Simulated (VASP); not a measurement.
Input of a VASP 6.6.1 run:

The input INCAR:

```
PREC = Accurate ; ENCUT = 520
EDIFF = 1E-6 ; ISMEAR = -1
SIGMA = 0.05 ; LREAL = F
LASPH = T ; NELM = 80
ALGO = Normal ; ISIF = 2
LWAVE = F ; LCHARG = T
GGA = RE ; LELF = T
LVHAR = T ; NBANDS = 16
```

The input KPOINTS:

```
regular mesh
0
Gamma
  8 8 8
```

Contents of POSCAR:

```
GaP
1.0
    0.0000000000      2.7611126653      2.7611126653
    2.7611126653      0.0000000000      2.7611126653
    2.7611126653      2.7611126653      0.0000000000
Ga P
1 1
Direct
    0.0000000000      0.0000000000      0.0000000000
    0.7500000000      0.7500000000      0.7500000000
```

Potentials or basis: VASP PAW PBE potentials, release 64 (Ga_d, P).

Launch:

```sh
$ cat potpaw_PBE.64/Ga_d/POTCAR potpaw_PBE.64/P/POTCAR > POTCAR
$ mpirun -np 1 vasp_std > vasp.out
```

What does it give for the pressure?

0.6 GPa.

Estimate the band gap on the k mesh.

1.60 eV.

Caveat: the PAW data sets were made with another functional, which shifts forces and pressure a little.

**What was measured.**

“Stacking defects in GaP nanowires: Electronic structure and optical properties”, 2018, arxiv:1810.01194 quotes, for a bulk crystal of GaP at 10 K: band gap 2.34 eV (indirect).

A measured gap of GaP is 2.34 eV (indirect; 10 K; quoted in “Stacking defects in GaP nanowires: Electronic structure and optical properties”, 2018, arxiv:1810.01194); the calculated 1.60 eV misses it by -0.74 eV. Spin-orbit coupling on Ga is left out. The value is that of revPBE on a finite k mesh, which can miss the band edges, without temperature or zero-point motion. Semilocal functionals fall short of measured gaps as a rule.
